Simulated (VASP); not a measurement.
# Sc (P6_3/mmc) in VASP: further runs

Sc is run at these levels: PBEsol; tasks: single point.

All numbers are computed with VASP 6.6.1; they aren't measurements. Logs are shortened: lines on timing, memory, paths and dates and some standing lists are left out, and cuts for length are marked.

## (1) The cell of the first run

Symmetry: P6_3/mmc, No. 194, hexagonal system. The conventional cell has a = 3.408 Å, b = 3.408 Å, c = 5.189 Å, α = 90.00°, β = 90.00°, γ = 120.00°. Within 4.3 Å of Sc (site symmetry -6m2) lie 12 Sc at 3.26 to 3.41 Å.

## (2) Single point, PBEsol (strain +0.030 along x and y, -0.015 along z)

Contents of INCAR:

```
SYSTEM = Sc
PREC = Accurate ; ENCUT = 520
EDIFF = 1E-6 ; ISMEAR = 0
SIGMA = 0.15 ; LREAL = .False.
LASPH = .True. ; NELM = 60
ALGO = Fast ; ISIF = 2
LWAVE = .False. ; LCHARG = .False.
GGA = PS ; NBANDS = 18
```

Contents of KPOINTS:

```
regular mesh
0
Gamma
  18 18 10
  0 0 0
```

Contents of POSCAR:

```
Sc
1.0
    3.4080618342      0.0000000000      0.0000000000
   -1.7040309171      2.9514681261      0.0000000000
    0.0000000000      0.0000000000      5.1889800000
Sc
2
Direct
    0.3333333333      0.6666666667      0.2500000000
    0.6666666667      0.3333333333      0.7500000000
```

Potentials or basis: VASP PAW PBE potentials, release 64 (Sc_sv).

Launch:

```sh
$ cat potpaw_PBE.64/Sc_sv/POTCAR > POTCAR
$ mpirun -np 1 vasp_std > vasp.out
```

OUTCAR:

```text
SYSTEM = Sc
   PREC = Accurate
   ENCUT = 520
   EDIFF = 1E-6
   ISMEAR = 0
   LREAL = .False.
   LASPH = .True.
   NELM = 60
   ISIF = 2
   GGA = PS

 ion  position               nearest neighbor table
   1  0.333  0.667  0.250-   2 3.26   2 3.26   2 3.26   2 3.26   2 3.26   2 3.26
   2  0.667  0.333  0.750-   1 3.26   1 3.26   1 3.26   1 3.26   1 3.26   1 3.26

  LATTYP: Found a hexagonal cell.
 ALAT       =     3.4080618342
 C/A-ratio  =     1.5225604031

  Lattice vectors:

 A1 = (   3.4080618342,   0.0000000000,   0.0000000000)
 A2 = (  -1.7040309171,   2.9514681261,   0.0000000000)
 A3 = (   0.0000000000,   0.0000000000,   5.1889800000)

Analysis of symmetry for initial positions (statically):
=====================================================================
 Subroutine PRICEL returns:
 Original cell was already a primitive cell.

 Routine SETGRP: Setting up the symmetry group for a
 hexagonal supercell.

 Subroutine GETGRP returns: Found 24 space group operations
 (whereof 12 operations were pure point group operations)
 out of a pool of 24 trial point group operations.

The static configuration has the point symmetry D_3d.
 The point group associated with its full space group is D_6h.

Analysis of symmetry for dynamics (positions and initial velocities):
=====================================================================
 Subroutine PRICEL returns:
 Original cell was already a primitive cell.

 Routine SETGRP: Setting up the symmetry group for a
 hexagonal supercell.

 Subroutine GETGRP returns: Found 24 space group operations
 (whereof 12 operations were pure point group operations)
 out of a pool of 24 trial point group operations.

The dynamic configuration has the point symmetry D_3d.
 The point group associated with its full space group is D_6h.

 Subroutine INISYM returns: Found 24 space group operations
 (whereof 12 operations are pure point group operations),
 and found     1 'primitive' translations

----------------------------------------------------------------------------------------

                                     Primitive cell

  volume of cell :      52.1948

  direct lattice vectors                    reciprocal lattice vectors
     3.408061834  0.000000000  0.000000000     0.293421906  0.169407217  0.000000000
    -1.704030917  2.951468126  0.000000000     0.000000000  0.338814433  0.000000000
     0.000000000  0.000000000  5.188980000     0.000000000  0.000000000  0.192716102

  length of vectors
     3.408061834  3.408061834  5.188980000     0.338814433  0.338814433  0.192716102

  position of ions in fractional coordinates (direct lattice)
     0.333333333  0.666666667  0.250000000
     0.666666667  0.333333333  0.750000000

  ion indices of the primitive-cell ions
   primitive index   ion index
                 1           1
                 2           2

----------------------------------------------------------------------------------------

 KPOINTS: regular mesh

Automatic generation of k-mesh.
 Grid dimensions read from file:
 generate k-points for:   18   18   10

 Generating k-lattice:

  Cartesian coordinates                     Fractional coordinates (reciprocal lattice)
     0.016301217  0.009411512  0.000000000     0.055555556  0.000000000  0.000000000
     0.000000000  0.018823024  0.000000000     0.000000000  0.055555556  0.000000000
     0.000000000  0.000000000  0.019271610     0.000000000  0.000000000  0.100000000

  Length of vectors
     0.018823024  0.018823024  0.019271610

  Shift w.r.t. Gamma in fractional coordinates (k-lattice)
     0.000000000  0.000000000  0.000000000

 Subroutine IBZKPT returns following result:
 ===========================================

 Found    222 irreducible k-points:

 Following reciprocal coordinates:
            Coordinates               Weight
  0.000000  0.000000  0.000000      1.000000
  0.055556  0.000000  0.000000      6.000000
  0.111111  0.000000  0.000000      6.000000
  0.166667  0.000000  0.000000      6.000000
  0.222222  0.000000  0.000000      6.000000
  0.277778  0.000000  0.000000      6.000000
[... 16 lines left out ...]
  0.333333  0.111111  0.000000     12.000000
  0.388889  0.111111  0.000000     12.000000
 [... further k-points ...]
   k-points           NKPTS =    222   k-points in BZ     NKDIM =    222   number of bands    NBANDS=     18
   number of dos      NEDOS =    301   number of ions     NIONS =      2
   total plane-waves  NPLWV =  31360
   dimension x,y,z NGX =    28 NGY =   28 NGZ =   40
   dimension x,y,z NGXF=    56 NGYF=   56 NGZF=   80
   ions per type =               2
   NGX,Y,Z   is equivalent  to a cutoff of  13.66, 13.66, 12.82 a.u.
   NGXF,Y,Z  is equivalent  to a cutoff of  27.32, 27.32, 25.63 a.u.
 SYSTEM =  Sc
   PREC   = accura    normal or accurate (medium, high low for compatibility)
   ISTART =      0    job   : 0-new  1-cont  2-samecut
   ICHARG =      2    charge: 1-file 2-atom 10-const
   ISPIN  =      1    spin polarized calculation?
   LNONCOLLINEAR =      F non collinear calculations
   LSORBIT =      F    spin-orbit coupling
   LASPH  =      T    aspherical Exc in radial PAW
   ENCUT  =  520.0 eV  38.22 Ry    6.18 a.u.   6.34  6.34  9.65*2*pi/ulx,y,z
   NELM   =     60;   NELMIN=  2; NELMDL= -5     # of ELM steps
   EDIFF  = 0.1E-05   stopping-criterion for ELM
   LREAL  =      F    real-space projection
[... 7 lines left out ...]
   TEBEG  =    0.0;   TEEND  =   0.0 temperature during run
   PSTRESS=    0.0 pullay stress
   NELECT =      22.0000    total number of electrons
   NUPDOWN=      -1.0000    fix difference up-down
   EMIN   =  10.00;   EMAX   =-10.00  energy-range for DOS
   EFERMI =   0.00;   METHOD = LEGACY
   ISMEAR =     0;   SIGMA  =   0.15  broadening in eV -4-tet -1-fermi 0-gaus
   EFERMI_NEDOS =   21; number of points for ismear=-14 and -15
   IALGO  =     68    algorithm
   IMIX   =      4    mixing-type and parameters
     AMIX     =   0.40;   BMIX     =  1.00
     AMIX_MAG =   1.60;   BMIX_MAG =  1.00
  volume/ion in A,a.u.               =      26.10       176.11
  Fermi-wavevector in a.u.,A,eV,Ry     =   1.227458  2.319559 20.499251  1.506652
  Thomas-Fermi vector in A             =   2.362420
   LORBIT       =      0    0 simple, 1 ext, 2 COOP (PROOUT), +10 PAW based schemes
   GGA     = PS    functional components
   LHFCALC =     F    Hartree Fock is set to
   AEXX    =    0.0000 exact exchange contribution
   IVDW    =     0    specifies the selected vdW correction
   LEPSILON=     F    determine dielectric tensor
   LRPA    =     F    only Hartree local field effects (RPA)
 non-spin polarized calculation
 RMM-DIIS sequential band-by-band and
 Gauss-broadening in eV      SIGMA  =   0.15
  energy-cutoff  :      520.00
  volume of cell :       52.19
 maximum number of plane-waves:      1431
 NGX is ok and might be reduce to    28
   NGX = 13   NGY = 13   NGZ = 19

 number of electron      21.9999998 magnetization

 Free energy of the ion-electron system (eV)
  ---------------------------------------------------
  ext. energy  EPLUGINS =         0.00000000
  ---------------------------------------------------
  free energy    TOTEN  =       -13.15433090 eV

  energy without entropy =      -13.10632619  energy(sigma->0) =      -13.13032855

 E-fermi :   3.2420     XC(G=0):  -9.7572

 val. band max:        3.2385148922   @ k =   0.3889   0.0000   0.4000
 cond. band min:       3.2457644093   @ k =   0.5000   0.0000   0.4000
 fundamental gap:      0.0072495172
 Fermi energy:         3.2420161160

 k-point     1 :       0.0000    0.0000    0.0000
  band No.  band energies     occupation
      1     -46.1068      2.00000
      2     -46.0449      2.00000
      3     -24.9906      2.00000
      4     -24.7083      2.00000
      5     -24.7083      2.00000
      6     -24.6447      2.00000
[... 10 lines left out ...]
     17       5.3434      0.00000
     18       5.3435      0.00000

 k-point     2 :       0.0556    0.0000    0.0000
  band No.  band energies     occupation
      1     -46.1056      2.00000
      2     -46.0447      2.00000
      3     -24.9873      2.00000
      4     -24.7142      2.00000
      5     -24.7105      2.00000
      6     -24.6510      2.00000
[... 10 lines left out ...]
     17       5.2940      0.00000
     18       5.3044      0.00000

 k-point     3 :       0.1111    0.0000    0.0000
  band No.  band energies     occupation
      1     -46.1024      2.00000
      2     -46.0439      2.00000
      3     -24.9773      2.00000
      4     -24.7312      2.00000
      5     -24.7167      2.00000
      6     -24.6691      2.00000
[... 10 lines left out ...]
     17       5.3401      0.00000
     18       5.3617      0.00000

 k-point     4 :       0.1667    0.0000    0.0000
  band No.  band energies     occupation
      1     -46.0973      2.00000
      2     -46.0429      2.00000
      3     -24.9612      2.00000
      4     -24.7573      2.00000
      5     -24.7260      2.00000
      6     -24.6962      2.00000
[... 375 lines left out ...]
      4     -24.8538      2.00000
      5     -24.8085      2.00000
      6     -24.7565      2.00000
[... 10 lines left out ...]
     17       6.2543      0.00000
     18       6.5958      0.00000

 k-point    23 :       0.3333    0.1111    0.0000
  band No.  band energies     occupation
      1     -46.0678      2.00000
      2     -46.0415      2.00000
      3     -24.8796      2.00000
      4     -24.8562      2.00000
      5     -24.8225      2.00000
      6     -24.7723      2.00000
[... 10 lines left out ...]
     17       6.5437      0.00000
     18       6.9553      0.00000

 k-point    24 :       0.3889    0.1111    0.0000
  band No.  band energies     occupation
      1     -46.0629      2.00000
      2     -46.0426      2.00000
      3     -24.8965      2.00000
      4     -24.8356      2.00000
      5     -24.8315      2.00000
      6     -24.7826      2.00000
[... 10 lines left out ...]
     17       6.7140      0.00000
     18       7.2013      0.00000

 [... further k-points ...]

------------------------ aborting loop because EDIFF is reached ----------------------------------------

  FORCE on cell =-STRESS in cart. coord.  units (eV):
  Direction    XX          YY          ZZ          XY          YZ          ZX
  --------------------------------------------------------------------------------------
  -------------------------------------------------------------------------------------
  Total       -1.7245866     -1.7245866     -1.2224123      0.0000000      0.0000000     -0.0000000
  in kB      -52.9380605    -52.9380605    -37.5232736      0.0000000      0.0000000     -0.0000000
  external PRESSURE =     -47.7997982 kB  Pullay stress =       0.0000000 kB

 VOLUME and BASIS-vectors are now :
 -----------------------------------------------------------------------------
  energy-cutoff  :      520.00
  volume of cell :       52.19
      direct lattice vectors                 reciprocal lattice vectors
     3.408061834  0.000000000  0.000000000     0.293421906  0.169407217  0.000000000
    -1.704030917  2.951468126  0.000000000     0.000000000  0.338814433  0.000000000
     0.000000000  0.000000000  5.188980000     0.000000000  0.000000000  0.192716102

 POSITION                                       TOTAL-FORCE (eV/Angst)
 -----------------------------------------------------------------------------------
     -0.00000      1.96765      1.29724        -0.000000      0.000000      0.000000
      1.70403      0.98382      3.89173         0.000000     -0.000000      0.000000
 -----------------------------------------------------------------------------------
    total drift:                               -0.000000      0.000000     -0.000000

  FREE ENERGIE OF THE ION-ELECTRON SYSTEM (eV)
  ---------------------------------------------------
  free  energy   TOTEN  =       -13.1543309036 eV

  energy  without entropy=      -13.1063261948  energy(sigma->0) =      -13.13032855
```

Run time: 2.7 min. Hardware: 1 thread of Intel Xeon Platinum 8559C (Emerald Rapids), shared host; peak memory 0.29 GiB.

Results:

* Free energy: -13.1543 eV
* Pressure: -4.8 GPa
* Band gap on the k mesh: zero (band 11 reaches 4.26 eV, above the bottom of band 12 at 2.78 eV)

Levels at points of the mesh, in eV from the Fermi level:
```
           k point  band 7  band 8  band 9  band 10  band 11  band 12  band 13  band 14  band 15  band 16
(0.00, 0.00, 0.00)  -27.89  -27.85   -5.01    -1.52     0.67     1.50     1.50     1.87     1.94     1.94
(0.50, 0.00, 0.00)  -27.95  -27.91   -1.63    -1.01    -0.57    -0.40     1.20     1.28     1.85     3.45
(0.00, 0.00, 0.50)  -27.92  -27.92   -3.49    -3.49     1.02     1.02     1.39     1.39     1.39     1.39
(0.50, 0.00, 0.50)  -27.94  -27.94   -1.40    -1.40     0.07     0.07     1.20     1.20     2.19     2.19
```

Caveat: the cell differs from its parent crystal (strain +0.030 along x and y, -0.015 along z); the PAW data sets were made with another functional, which shifts forces and pressure a little.

## (3) Single point, PBEsol (strain +0.015 along x and y, +0.015 along z)

Contents of INCAR:

```
  ALGO = Fast
  EDIFF = 1E-6
  ENCUT = 520
  GGA = PS
  ISIF = 2
  ISMEAR = 0
  LASPH = T
  LCHARG = F
  LREAL = F
  LWAVE = F
  NBANDS = 18
  NELM = 60
  PREC = Accurate
  SIGMA = 0.15
```

Contents of KPOINTS:

```
k-points
0
Gamma
  18 18 10
```

Contents of POSCAR:

```
Sc
1.0
    3.3584298657      0.0000000000      0.0000000000
   -1.6792149328      2.9084855806      0.0000000000
    0.0000000000      0.0000000000      5.3470200000
Sc
2
Direct
    0.3333333333      0.6666666667      0.2500000000
    0.6666666667      0.3333333333      0.7500000000
```

Potentials or basis: VASP PAW PBE potentials, release 64 (Sc_sv).

Launch:

```sh
$ cat potpaw_PBE.64/Sc_sv/POTCAR > POTCAR
$ mpirun -np 1 vasp_std > vasp.out
```

Wall time 3.2 min (1 thread of Intel Xeon Platinum 8559C (Emerald Rapids), shared host); peak memory 0.3 GiB.

It converged, with:

| Property | Result |
| --- | --- |
| Free energy | -13.1540 eV |
| Pressure | -4.7 GPa |
| Band gap on the k mesh | zero (band 11 reaches 4.11 eV, above the bottom of band 12 at 2.83 eV) |

Stress tensor (GPa, compression positive):
```
-4.27  0.00  0.00
 0.00 -4.27  0.00
 0.00  0.00 -5.63
```

Levels at points of the mesh, in eV from the Fermi level:
```csv
k point,band 9,band 10,band 11,band 12,band 13,band 14
"(0.00, 0.00, 0.00)",-5.03,-1.62,0.36,1.53,1.53,1.64
"(0.50, 0.00, 0.00)",-1.57,-0.99,-0.63,-0.31,1.15,1.35
"(0.00, 0.00, 0.50)",-3.59,-3.59,0.86,0.86,1.47,1.47
"(0.50, 0.00, 0.50)",-1.40,-1.40,0.04,0.04,1.16,1.16
```

Caveat: the cell differs from its parent crystal (strain +0.015 along x and y, +0.015 along z); the PAW data sets were made with another functional, which shifts forces and pressure a little.

## (4) Single point, PBEsol (strain +0.030 along x and y, +0.000 along z)

Contents of INCAR:

```
SYSTEM = Sc
ALGO = Fast
EDIFF = 1E-6
ENCUT = 520
GGA = PS
ISIF = 2
ISMEAR = 0
LASPH = .True.
LCHARG = .False.
LREAL = .False.
LWAVE = .False.
NBANDS = 18
NELM = 100
PREC = Accurate
SIGMA = 0.15
```

Contents of KPOINTS:

```
k-points
0
Gamma
  18 18 10
  0 0 0
```

Contents of POSCAR:

```
Sc
1.0
    3.4080618342      0.0000000000      0.0000000000
   -1.7040309171      2.9514681261      0.0000000000
    0.0000000000      0.0000000000      5.2680000000
Sc
2
Direct
    0.3333333333      0.6666666667      0.2500000000
    0.6666666667      0.3333333333      0.7500000000
```

Launch:

```sh
$ cat potpaw_PBE.64/Sc_sv/POTCAR > POTCAR
$ mpirun -np 1 vasp_std > vasp.out
```

Run time: 3.1 min. Hardware: 1 thread of Intel Xeon Platinum 8559C (Emerald Rapids), shared host; peak memory 0.3 GiB.

Results (log left out):

* Free energy: -13.1330 eV
* Pressure: -5.3 GPa
* Band gap on the k mesh: zero (band 11 reaches 4.12 eV, above the bottom of band 12 at 2.72 eV)

Stress tensor (GPa, compression positive):
```
-5.52  0.00  0.00
 0.00 -5.52  0.00
 0.00  0.00 -4.97
```

Levels at points of the mesh, in eV from the Fermi level:
```tsv
k point	band 9	band 10	band 11	band 12	band 13	band 14
(0.00, 0.00, 0.00)	-4.99	-1.53	0.54	1.49	1.49	1.77
(0.50, 0.00, 0.00)	-1.60	-0.99	-0.57	-0.37	1.21	1.24
(0.00, 0.00, 0.50)	-3.51	-3.51	0.95	0.95	1.40	1.40
(0.50, 0.00, 0.50)	-1.38	-1.38	0.06	0.06	1.16	1.16
```

Caveat: the cell differs from its parent crystal (strain +0.030 along x and y, +0.000 along z); the PAW data sets were made with another functional, which shifts forces and pressure a little.

## (5) Single point, PBEsol (strain +0.015 along x and y, +0.030 along z)

Contents of INCAR:

```
PREC = Accurate
ENCUT = 520
EDIFF = 1E-6
ISMEAR = 0
SIGMA = 0.15
LREAL = F
LASPH = T
NELM = 80
ALGO = Fast
ISIF = 2
LWAVE = F
LCHARG = F
GGA = PS
NBANDS = 18
```

Contents of KPOINTS:

```
Automatic mesh
0
Gamma
  18 18 10
```

Contents of POSCAR:

```
Sc
1.0
    3.3584298657      0.0000000000      0.0000000000
   -1.6792149328      2.9084855806      0.0000000000
    0.0000000000      0.0000000000      5.4260400000
Sc
2
Direct
    0.3333333333      0.6666666667      0.2500000000
    0.6666666667      0.3333333333      0.7500000000
```

Launch:

```sh
$ cat potpaw_PBE.64/Sc_sv/POTCAR > POTCAR
$ mpirun -np 1 vasp_std > vasp.out
```

It took 3.4 min on 1 thread of Intel Xeon Platinum 8559C (Emerald Rapids), shared host; peak memory 0.3 GiB.

The run converged. Its results:

```yaml
Free_energy: -13.1246 eV
Pressure: -5.3 GPa
Band_gap_on_the_k_mesh: zero (band 11 reaches 3.97 eV, above the bottom of band 12 at 2.78 eV)
```

Stress tensor (GPa, compression positive):
```
-4.54  0.00  0.00
 0.00 -4.54  0.00
 0.00  0.00 -6.70
```

Levels at points of the mesh, in eV from the Fermi level:
```
           k point  band 9  band 10  band 11  band 12  band 13  band 14
(0.00, 0.00, 0.00)   -5.00    -1.63     0.24     1.52     1.52     1.54
(0.50, 0.00, 0.00)   -1.55    -0.98    -0.62    -0.28     1.09     1.38
(0.00, 0.00, 0.50)   -3.61    -3.61     0.80     0.80     1.48     1.48
(0.50, 0.00, 0.50)   -1.39    -1.39     0.02     0.02     1.13     1.13
```

Caveat: the cell differs from its parent crystal (strain +0.015 along x and y, +0.030 along z); the PAW data sets were made with another functional, which shifts forces and pressure a little.

## (6) The runs side by side

| cell | gap on the mesh (eV) | pressure (GPa) |
| --- | --- | --- |
| a = 3.408, b = 3.408, c = 5.189 Å, angles 90.0, 90.0, 120.0°, 2 atoms | none | -4.8 |
| a = 3.358, b = 3.358, c = 5.347 Å, angles 90.0, 90.0, 120.0°, 2 atoms | none | -4.7 |
| a = 3.408, b = 3.408, c = 5.268 Å, angles 90.0, 90.0, 120.0°, 2 atoms | none | -5.3 |
| a = 3.358, b = 3.358, c = 5.426 Å, angles 90.0, 90.0, 120.0°, 2 atoms | none | -5.3 |

Alike in all rows: task single point; level PBEsol; potentials or basis VASP PAW PBE potentials, release 64 (Sc_sv); no spin polarisation; k mesh 18 × 18 × 10; cutoff (eV) 520; smearing gaussian 0.15 eV.

Caveats: the PAW data sets were made with another functional, which shifts forces and pressure a little.

Absolute energies hang on the potentials; compare differences alone.
